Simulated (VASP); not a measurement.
A run of VASP 6.6.1 is set up as follows.

Contents of INCAR:

```
ALGO = Normal ; EDIFF = 1E-7
ENCUT = 520 ; GGA = PS
ISIF = 2 ; ISMEAR = -1
LASPH = True ; LCHARG = False
LREAL = False ; LWAVE = False
NBANDS = 14 ; NELM = 60
PREC = Accurate ; SIGMA = 0.05
```

KPOINTS

```
k-points
0
Gamma
  11 11 6
```

The input POSCAR:

```
TiAl
1.0
    2.8508464083      0.0000000000      0.0000000000
   -1.4254232041      2.4689054119      0.0000000000
    0.0000000000      0.0000000000      4.6125316215
Ti Al
1 1
Direct
    0.0000000000      0.0000000000      0.0000000000
    0.3333333333      0.6666666667      0.5000000000
```

Potentials or basis: VASP PAW PBE potentials, release 64 (Ti_sv, Al).

Launch:

```sh
$ cat potpaw_PBE.64/Ti_sv/POTCAR potpaw_PBE.64/Al/POTCAR > POTCAR
$ mpirun -np 1 vasp_std > vasp.out
```

**Question.** Predict the pressure.

**Answer.** 0.0 GPa.

Stress tensor (GPa, compression positive):
```
-0.06  0.00  0.00
 0.00 -0.06  0.00
 0.00  0.00  0.03
```

Caveat: the PAW data sets were made with another functional, which shifts forces and pressure a little.
